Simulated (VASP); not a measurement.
# CsSnI3 (P4/mmm) in VASP: notebook

CsSnI3 is run at these levels: HSE06; tasks: single point.

All numbers are computed with VASP 6.6.1; they aren't measurements. Logs are shortened: lines on timing, memory, paths and dates and some standing lists are left out, and cuts for length are marked.

### Step 1. The cell of the first run

It takes space group P4/mmm (No. 123, tetragonal). Conventional cell: a = 6.241 Å, b = 6.241 Å, c = 6.366 Å, α = 90.00°, β = 90.00°, γ = 90.00°. Within 5.8 Å of Cs (site symmetry 4/mmm) lie 12 I at 4.41 to 4.46 Å and 8 Sn at 5.44 Å. Sn (site symmetry 4/mmm) has 6 I at 3.12 to 3.18 Å within 4.1 Å. I (site symmetry 4/mmm) has 2 Sn at 3.18 Å within 4.2 Å. I (site symmetry mmm) has 2 Sn at 3.12 Å within 4.1 Å.

### Step 2. Single point, HSE06 (uniaxial z strain +2.0%)

POSCAR

```
CsSnI3
1.0
    6.2414907048      0.0000000000      0.0000000000
    0.0000000000      6.2414907048      0.0000000000
    0.0000000000      0.0000000000      6.3663205189
Cs Sn I
1 1 3
Direct
    0.0000000000      0.0000000000      0.0000000000
    0.5000000000      0.5000000000      0.5000000000
    0.5000000000      0.5000000000      0.0000000000
    0.5000000000      0.0000000000      0.5000000000
    0.0000000000      0.5000000000      0.5000000000
```

INCAR.step1

```
SYSTEM = CsSnI3
PREC     = Accurate       ! precision mode
ENCUT    = 520            ! plane-wave cutoff, eV
EDIFF    = 1E-5           ! SCF threshold, eV
ISMEAR   = 0              ! smearing method
SIGMA    = 0.01           ! smearing width, eV
LREAL    = .False.        ! projectors in reciprocal space
LASPH    = .True.         ! aspherical terms in the spheres
NELM     = 60             ! most SCF steps
ALGO     = Normal         ! electronic algorithm
ISIF     = 2              ! what is computed and relaxed
LWAVE    = .True.         ! write WAVECAR
LCHARG   = .False.        ! write CHGCAR
GGA      = PE             ! functional
NBANDS   = 30             ! bands
```

INCAR.step2

```
SYSTEM = CsSnI3
PREC     = Accurate       ! precision mode
ENCUT    = 520            ! plane-wave cutoff, eV
EDIFF    = 1E-6           ! SCF threshold, eV
ISMEAR   = 0              ! smearing method
SIGMA    = 0.01           ! smearing width, eV
LREAL    = .False.        ! projectors in reciprocal space
LASPH    = .True.         ! aspherical terms in the spheres
NELM     = 60             ! most SCF steps
ALGO     = Normal         ! electronic algorithm
ISIF     = 2              ! what is computed and relaxed
LWAVE    = .False.        ! write WAVECAR
LCHARG   = .False.        ! write CHGCAR
GGA      = PE             ! functional
LHFCALC  = .True.         ! exact exchange
HFSCREEN = 0.2079         ! screening, 1/A
PRECFOCK = Fast         
ISTART   = 1            
NBANDS   = 30             ! bands
```

KPOINTS

```
Automatic mesh
0
Gamma
  2 2 2
  0 0 0
```

Potentials or basis: VASP PAW PBE potentials, release 64 (Cs_sv, Sn_d, I).

Launch:

```sh
$ cat potpaw_PBE.64/Cs_sv/POTCAR potpaw_PBE.64/Sn_d/POTCAR potpaw_PBE.64/I/POTCAR > POTCAR
$ cp INCAR.step1 INCAR
$ mpirun -np 1 vasp_std > vasp.out
$ cp INCAR.step2 INCAR
$ mpirun -np 1 vasp_std > vasp.out
```

OUTCAR:

```text
SYSTEM = CsSnI3
   PREC = Accurate
   ENCUT = 520
   EDIFF = 1E-6
   ISMEAR = 0
   LREAL = .False.
   LASPH = .True.
   NELM = 60
   ISIF = 2
   GGA = PE
   LHFCALC = .True.
   HFSCREEN = 0.2079
   PRECFOCK = Fast
   ISTART = 1

 ion  position               nearest neighbor table
   1  0.000  0.000  0.000-
   2  0.500  0.500  0.500-   4 3.12   5 3.12   4 3.12   5 3.12   3 3.18   3 3.18
   3  0.500  0.500  0.000-   2 3.18   2 3.18
   4  0.500  0.000  0.500-   2 3.12   2 3.12
   5  0.000  0.500  0.500-   2 3.12   2 3.12

  LATTYP: Found a simple tetragonal cell.
 ALAT       =     6.2414907048
 C/A-ratio  =     1.0200000000

  Lattice vectors:

 A1 = (   6.2414907048,   0.0000000000,   0.0000000000)
 A2 = (   0.0000000000,   6.2414907048,   0.0000000000)
 A3 = (   0.0000000000,   0.0000000000,   6.3663205189)

Analysis of symmetry for initial positions (statically):
=====================================================================
 Subroutine PRICEL returns:
 Original cell was already a primitive cell.

 Routine SETGRP: Setting up the symmetry group for a
 simple tetragonal supercell.

 Subroutine GETGRP returns: Found 16 space group operations
 (whereof 16 operations were pure point group operations)
 out of a pool of 16 trial point group operations.

The static configuration has the point symmetry D_4h.

Analysis of symmetry for dynamics (positions and initial velocities):
=====================================================================
 Subroutine PRICEL returns:
 Original cell was already a primitive cell.

 Routine SETGRP: Setting up the symmetry group for a
 simple tetragonal supercell.

 Subroutine GETGRP returns: Found 16 space group operations
 (whereof 16 operations were pure point group operations)
 out of a pool of 16 trial point group operations.

The dynamic configuration has the point symmetry D_4h.

 Subroutine INISYM returns: Found 16 space group operations
 (whereof 16 operations are pure point group operations),
 and found     1 'primitive' translations

[... 84 lines left out ...]
   NSW    =      0    number of steps for IOM
   IBRION =     -1    ionic relax: 0-MD 1-quasi-New 2-CG
   NFREE  =      0    steps in history (QN), initial steepest desc. (CG)
   ISIF   =      2    stress and relaxation
   ISYM   =      3    0-nonsym 1-usesym 2-fastsym
   POTIM  = 0.5000    time-step for ionic-motion
   TEBEG  =    0.0;   TEEND  =   0.0 temperature during run
   PSTRESS=    0.0 pullay stress
   NELECT =      44.0000    total number of electrons
   NUPDOWN=      -1.0000    fix difference up-down
   EMIN   =  10.00;   EMAX   =-10.00  energy-range for DOS
   EFERMI =   0.00;   METHOD = LEGACY
   ISMEAR =     0;   SIGMA  =   0.01  broadening in eV -4-tet -1-fermi 0-gaus
   EFERMI_NEDOS =   21; number of points for ismear=-14 and -15
   IALGO  =     38    algorithm
   IMIX   =      1    mixing-type and parameters
     AMIX     =   0.40;   BMIX     =  1.00
     AMIX_MAG =   1.60;   BMIX_MAG =  1.00
  volume/ion in A,a.u.               =      49.60       334.73
  Fermi-wavevector in a.u.,A,eV,Ry     =   0.919893  1.738346 11.513294  0.846203
  Thomas-Fermi vector in A             =   2.045138
   LORBIT       =      0    0 simple, 1 ext, 2 COOP (PROOUT), +10 PAW based schemes
   GGA     = PE    functional components
   LHFCALC =     T    Hartree Fock is set to
   PRECFOCK=fast      Normal, Fast or Accurate (Low or Medium for compatibility)
   ENCUT4O =  -1.0   cutoff for four orbital integrals eV
   NKREDX  =     1    reduce k-point grid by
   NKREDY  =     1    reduce k-point grid by
   NKREDZ  =     1    reduce k-point grid by
   AEXX    =    0.2500 exact exchange contribution
   HFSCREEN=    0.2079 screening length (either q_TF or 0.3 A-1)
   HFSCREENC=   0.2079 screening length for correlation (either q_TF or 0.3 A-1)
   ENCUTFOCK=  -1.0 apply spherical cutoff to Coloumb kernel
   IVDW    =     0    specifies the selected vdW correction
   LEPSILON=     F    determine dielectric tensor
   LRPA    =     F    only Hartree local field effects (RPA)
 non-spin polarized calculation
 Gauss-broadening in eV      SIGMA  =   0.01
  energy-cutoff  :      520.00
  volume of cell :      248.01
 maximum number of plane-waves:      6728
 NGX is ok and might be reduce to    48
  NGX = 28; NGY = 28; NGZ = 28

 number of electron      43.9999988 magnetization

 Free energy of the ion-electron system (eV)
  ---------------------------------------------------
  ext. energy  EPLUGINS =         0.00000000
  ---------------------------------------------------
  free energy    TOTEN  =       -15.82482683 eV

  energy without entropy =      -15.82482683  energy(sigma->0) =      -15.82482683

 E-fermi :   2.1325     XC(G=0):  -6.2005

 val. band max:        2.0479031674   @ k =   0.5000   0.5000   0.5000
 cond. band min:       2.8954129950   @ k =   0.5000   0.5000   0.5000
 fundamental gap:      0.8475098276
 Fermi energy:         2.1324957967

 k-point     1 :       0.0000    0.0000    0.0000
  band No.  band energies     occupation
      1     -22.4124      2.00000
      2     -22.4086      2.00000
      3     -22.3891      2.00000
      4     -22.3891      2.00000
      5     -22.3885      2.00000
      6     -21.8198      2.00000
[... 187 lines left out ...]
     29       7.0372      0.00000
     30       8.2081      0.00000

------------------------ aborting loop because EDIFF is reached ----------------------------------------

  FORCE on cell =-STRESS in cart. coord.  units (eV):
  Direction    XX          YY          ZZ          XY          YZ          ZX
  --------------------------------------------------------------------------------------
  -------------------------------------------------------------------------------------
  Total        1.8923928      1.8923928      0.7363405      0.0000000      0.0000000      0.0000000
  in kB       12.2252208     12.2252208      4.7569009      0.0000000      0.0000000      0.0000000
  external PRESSURE =       9.7357808 kB  Pullay stress =       0.0000000 kB

 VOLUME and BASIS-vectors are now :
 -----------------------------------------------------------------------------
  energy-cutoff  :      520.00
  volume of cell :      248.01
      direct lattice vectors                 reciprocal lattice vectors
     6.241490705  0.000000000  0.000000000     0.160218135  0.000000000  0.000000000
     0.000000000  6.241490705  0.000000000     0.000000000  0.160218135  0.000000000
     0.000000000  0.000000000  6.366320519     0.000000000  0.000000000  0.157076603

 POSITION                                       TOTAL-FORCE (eV/Angst)
 -----------------------------------------------------------------------------------
      0.00000      0.00000      0.00000         0.000000      0.000000      0.000000
      3.12075      3.12075      3.18316         0.000000      0.000000      0.000000
      3.12075      3.12075      0.00000         0.000000      0.000000      0.000000
      3.12075      0.00000      3.18316         0.000000      0.000000      0.000000
      0.00000      3.12075      3.18316         0.000000      0.000000      0.000000
 -----------------------------------------------------------------------------------
    total drift:                               -0.000000     -0.000011      0.000006

  FREE ENERGIE OF THE ION-ELECTRON SYSTEM (eV)
  ---------------------------------------------------
  free  energy   TOTEN  =       -15.8248268268 eV

  energy  without entropy=      -15.8248268268  energy(sigma->0) =      -15.82482683
```

It took 7.1 min on 1 thread of Intel Xeon Platinum 8259CL at 2.50GHz (Skylake/Cascade Lake), shared host; peak memory 0.47 GiB.

Results:

```yaml
Free_energy: -15.8248 eV
Pressure: 1.0 GPa
Band_gap_on_the_k_mesh: 0.85 eV
```

Caveat: the k points lie up to 0.50 Å⁻¹ apart; the cell differs from its parent crystal (uniaxial z strain +2.0%); the PAW data sets were made with another functional, which shifts forces and pressure a little; spin-orbit coupling is left out, which moves the levels of the heavy elements. A k mesh can miss the band edges.

### Step 3. Single point, HSE06 (uniaxial z strain +3.0%)

Edit POSCAR of step 2 so:

```diff
@@ -4,3 +4,3 @@
     0.0000000000      6.2414907048      0.0000000000
-    0.0000000000      0.0000000000      6.3663205189
+    0.0000000000      0.0000000000      6.4287354260
 Cs Sn I
```

INCAR.step1

```
SYSTEM = CsSnI3
PREC = Accurate ; ENCUT = 520
EDIFF = 1E-5 ; ISMEAR = 0
SIGMA = 0.01 ; LREAL = .False.
LASPH = .True. ; NELM = 100
ALGO = Normal ; ISIF = 2
LWAVE = .True. ; LCHARG = .False.
NBANDS = 30 ; GGA = PE
```

INCAR.step2

```
SYSTEM = CsSnI3
PREC = Accurate ; ENCUT = 520
EDIFF = 1E-7 ; ISMEAR = 0
SIGMA = 0.01 ; LREAL = .False.
LASPH = .True. ; NELM = 100
ALGO = Normal ; ISIF = 2
LWAVE = .False. ; LCHARG = .False.
GGA = PE ; LHFCALC = .True.
HFSCREEN = 0.2079 ; PRECFOCK = Fast
NBANDS = 30 ; ISTART = 1
```

KPOINTS

```
regular mesh
0
Gamma
  2 2 2
  0 0 0
```

Potentials or basis: VASP PAW PBE potentials, release 64 (Cs_sv, Sn_d, I).

Launch:

```sh
$ cat potpaw_PBE.64/Cs_sv/POTCAR potpaw_PBE.64/Sn_d/POTCAR potpaw_PBE.64/I/POTCAR > POTCAR
$ cp INCAR.step1 INCAR
$ mpirun -np 1 vasp_std > vasp.out
$ cp INCAR.step2 INCAR
$ mpirun -np 1 vasp_std > vasp.out
```

Wall time 10 min (1 thread of Intel Xeon Platinum 8259CL at 2.50GHz (Skylake/Cascade Lake), shared host); peak memory 0.47 GiB.

The run converged. Its results:

* Free energy: -15.8293 eV
* Pressure: 0.8 GPa
* Band gap on the k mesh: 0.85 eV

Stress tensor (GPa, compression positive):
```
1.15 0.00 0.00
0.00 1.15 0.00
0.00 0.00 0.10
```

Levels at points of the mesh, in eV from the valence-band top:
```tsv
k point	band 20	band 21	band 22	band 23	band 24	band 25
(0.00, 0.00, 0.00)	-2.17	-2.17	-2.14	3.07	4.07	4.13
(0.50, 0.00, 0.00)	-2.29	-2.27	-1.52	1.76	4.64	4.67
(0.50, 0.50, 0.00)	-2.56	-1.71	-0.66	1.40	1.40	4.32
(0.00, 0.00, 0.50)	-2.27	-2.27	-1.71	1.72	4.52	4.79
(0.50, 0.00, 0.50)	-2.54	-1.76	-0.84	1.34	1.49	4.88
(0.50, 0.50, 0.50)	-1.75	-1.70	0.00	0.85	1.03	1.03
```

Caveat: the k points lie up to 0.50 Å⁻¹ apart; the cell differs from its parent crystal (uniaxial z strain +3.0%); the PAW data sets were made with another functional, which shifts forces and pressure a little; spin-orbit coupling is left out, which moves the levels of the heavy elements.
